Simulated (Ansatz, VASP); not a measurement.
**Na in VASP and in Ansatz**

Contents of INCAR:

```
SYSTEM = Na
PREC = Accurate
ENCUT = 520
EDIFF = 1E-6
ISMEAR = 0
SIGMA = 0.1
LREAL = .FALSE.
LASPH = .TRUE.
NELM = 100
ALGO = Normal
ISIF = 2
LWAVE = .FALSE.
LCHARG = .TRUE.
GGA = PS
LELF = .TRUE.
LVHAR = .TRUE.
NBANDS = 10
```

File KPOINTS:

```
regular mesh
0
G
  14 14 14
  0 0 0
```

File POSCAR:

```
Na
1.0
   -1.8882910800      1.8882910800      2.6372766800
    1.8882910800     -1.8882910800      2.6372766800
    1.8882910800      1.8882910800     -2.6372766800
Na
1
Direct
    0.0138682005     -0.0376810554     -0.0222582209
```

Input for Ansatz:

```yaml
crystal:
  lattice:
    - [-1.88829108, 1.88829108, 2.63727668]
    - [1.88829108, -1.88829108, 2.63727668]
    - [1.88829108, 1.88829108, -2.63727668]
  atoms:
    - { symbol: Na, position: [0.0138682005, -0.0376810554, -0.0222582209] }
basis:
  ecutwfc: 420
kpoints:
  mp_grid: { grid: [14, 14, 14] }
hamiltonian:
  xc: pbesol
scf:
  occupations: { method: gaussian, width: 0.1 }
output:
  forces: true
  stress: true
  eigenvalues: true
```

Change from the starting cell: one atom moved.

Alike in both runs: task single point; functional PBEsol; k mesh 14 × 14 × 14; occupations gaussian, width 0.1 eV; no spin polarisation.

|  | VASP | Ansatz |
| --- | --- | --- |
| version | VASP 6.6.1 | Ansatz 0.2.0 |
| potentials or method | VASP PAW PBE potentials, release 64 (Na_pv), cutoff 520 eV | scalar-relativistic, plane waves, PAW |
| valence electrons in the cell | 7 | 9 |

|  | VASP | Ansatz | Ansatz less VASP |
| --- | --- | --- | --- |
| gap on the k mesh at the Fermi level (eV) | none | none | - |
| pressure (GPa) | -0.3 | -0.3 | +0.02 |

VASP's potentials were made for PBE, not for PBEsol. A gap of «none» marks a metal or a gap that the smearing closes. The functional is the same, so the differences come from potentials, cutoffs and numerics. VASP's potentials hold 7 valence electrons a cell and Ansatz's 9, so a difference there can come from the potentials and not from the codes.
